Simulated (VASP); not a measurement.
BiP:

```xyz
2
Lattice="3.9553 0.0000 0.0000 -1.9777 3.4254 0.0000 0.0000 0.0000 3.8602" Properties=species:S:1:pos:R:3 pbc="T T T"
Bi    0.0000    0.0000    0.0000
P     1.9777    1.1418    1.9301
```

| Quantity | Value |
| --- | --- |
| Program | VASP 6.6.1 |
| Task | relaxation of cell and atoms |
| Functional | PBEsol |
| Potentials or basis | VASP PAW PBE potentials, release 64 (Bi_d, P) |
| Cutoff | 600 eV |
| k mesh | 10 × 10 × 8 |
| Occupations | gaussian, width 0.05 eV |
| Spin | no spin polarisation |

At the start: pressure -5.0 GPa; volume 26.15 Å³/atom.

How do energy, volume and symmetry change on relaxing?

Over 6 steps the energy falls by 34.9 meV/atom and the volume is 24.05 Å³/atom (-8.0 %); space group P-6m2 (No. 187, to 0.1 Å) before and after.

Step by step:
| step | energy change (eV) | largest force (eV/Å) | pressure (GPa) | volume (Å³) |
| --- | --- | --- | --- | --- |
| 1 | 0.0000 | 0.0000 | -5.01 | 52.30 |
| 2 | -0.0473 | 0.0000 | 3.40 | 46.35 |
| 3 | -0.0690 | 0.0000 | -0.19 | 48.36 |
| 4 | -0.0690 | 0.0000 | -0.08 | 48.28 |
| 5 | -0.0698 | 0.0000 | -0.01 | 48.15 |
| 6 | -0.0698 | 0.0000 | 0.02 | 48.10 |

Final structure:
```
CELL_PARAMETERS angstrom
3.85115 0.00000 0.00000
-1.92558 3.33520 0.00000
0.00000 0.00000 3.74446
ATOMIC_POSITIONS crystal
Bi 0.00000 0.00000 0.00000
P 0.66667 0.33333 0.50000
```

Caveat: the PAW data sets were made with another functional, which shifts forces and pressure a little.
